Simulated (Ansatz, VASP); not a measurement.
## Two plane-wave programs on B2C

```
B C
1.0
     3.46164    0.00000    0.00000
     0.00000    3.46164    0.00000
     0.00000    0.00000    3.33880
B C
4 2
Direct
  0.50000 0.00000 0.25260
  0.00000 0.50000 0.74740
  0.50000 0.00000 0.74739
  0.00000 0.50000 0.25261
  0.00000 0.00000 0.50000
  0.50000 0.50000 0.50000
```

Alike in both runs: functional PBE; k mesh 5 × 5 × 3; occupations gaussian, width 0.2 eV; no spin polarisation.

Ansatz relaxed the structure, and its values are those at the end. VASP's run is a single point on that final structure, the one shown.

|  | VASP | Ansatz |
| --- | --- | --- |
| version | VASP 6.6.1 | Ansatz 0.2.0 |
| potentials or method | VASP PAW PBE potentials, release 64 (B, C), cutoff 600 eV | scalar-relativistic, plane waves, PAW |
| valence electrons in the cell | 20 | 20 |

Ansatz gave:

- gap on the k mesh at the Fermi level (eV): none
- pressure (GPa): 0.0
- rms of the force components (eV/Å): 0.014

Task: Which values does VASP return?

Result: gap on the k mesh at the Fermi level (eV): none; pressure (GPa): -0.1; rms of the force components (eV/Å): 0.006.

A gap of «none» marks a metal or a gap that the smearing closes.

The k mesh is coarse, so the values compare programs but aren't converged.
